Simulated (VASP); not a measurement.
Here is a VASP 6.6.1 calculation.

POSCAR

```
Be2C
1.0
    0.0000000000      2.1552992078      2.1552992078
    2.1552992078      0.0000000000      2.1552992078
    2.1552992078      2.1552992078      0.0000000000
Be C
2 1
Direct
    0.2500000000      0.2500000000      0.2500000000
    0.7500000000      0.7500000000      0.7500000000
    0.0000000000      0.0000000000      0.0000000000
```

Contents of INCAR.step1:

```
SYSTEM = Be2C
ALGO     = Normal         ! electronic algorithm
EDIFF    = 1E-5           ! SCF threshold, eV
ENCUT    = 660            ! plane-wave cutoff, eV
GGA      = PE             ! functional
GGA_COMPAT= .False.      
ISMEAR   = 0              ! smearing method
LASPH    = .True.         ! aspherical terms in the spheres
LCHARG   = .False.        ! write CHGCAR
LREAL    = .False.        ! projectors in reciprocal space
LWAVE    = .True.         ! write WAVECAR
NBANDS   = 11             ! bands
NELM     = 120            ! most SCF steps
PREC     = Accurate       ! precision mode
SIGMA    = 0.01           ! smearing width, eV
```

Contents of INCAR.step2:

```
SYSTEM = Be2C
ALGO     = Normal         ! electronic algorithm
EDIFF    = 1E-6           ! SCF threshold, eV
ENCUT    = 660            ! plane-wave cutoff, eV
GGA_COMPAT= .False.      
ISIF     = 2              ! what is computed and relaxed
ISMEAR   = 0              ! smearing method
ISTART   = 1            
IVDW     = 13             ! dispersion correction
LASPH    = .True.         ! aspherical terms in the spheres
LCHARG   = .False.        ! write CHGCAR
LMIXTAU  = .True.       
LREAL    = .False.        ! projectors in reciprocal space
LWAVE    = .False.        ! write WAVECAR
METAGGA  = R2SCAN         ! meta-GGA
NBANDS   = 11             ! bands
NELM     = 120            ! most SCF steps
PREC     = Accurate       ! precision mode
SIGMA    = 0.01           ! smearing width, eV
VDW_A1   = 0.51559235   
VDW_A2   = 5.77342911   
VDW_S6   = 1.0          
VDW_S8   = 0.6018749
```

Contents of KPOINTS:

```
k-points
0
Gamma
  8 8 8
  0 0 0
```

Potentials or basis: VASP PAW PBE potentials, release 64 (Be, C).

The run is started by

```bash
$ cat potpaw_PBE.64/Be/POTCAR potpaw_PBE.64/C/POTCAR > POTCAR
$ cp INCAR.step1 INCAR
$ mpirun -np 1 vasp_std > vasp.out
$ cp INCAR.step2 INCAR
$ mpirun -np 1 vasp_std > vasp.out
```

Q: What does it give for the dispersion energy per atom?

A: -0.066 eV.

Q: Predict the band gap on the k mesh.

A: 1.53 eV (least direct gap 4.64 eV).

Q: Estimate the pressure.

A: 0.8 GPa.

Caveat: the PAW data sets were made with another functional, which shifts forces and pressure a little. r2SCAN opens gaps a little over a GGA but as a rule still falls short of measured ones.
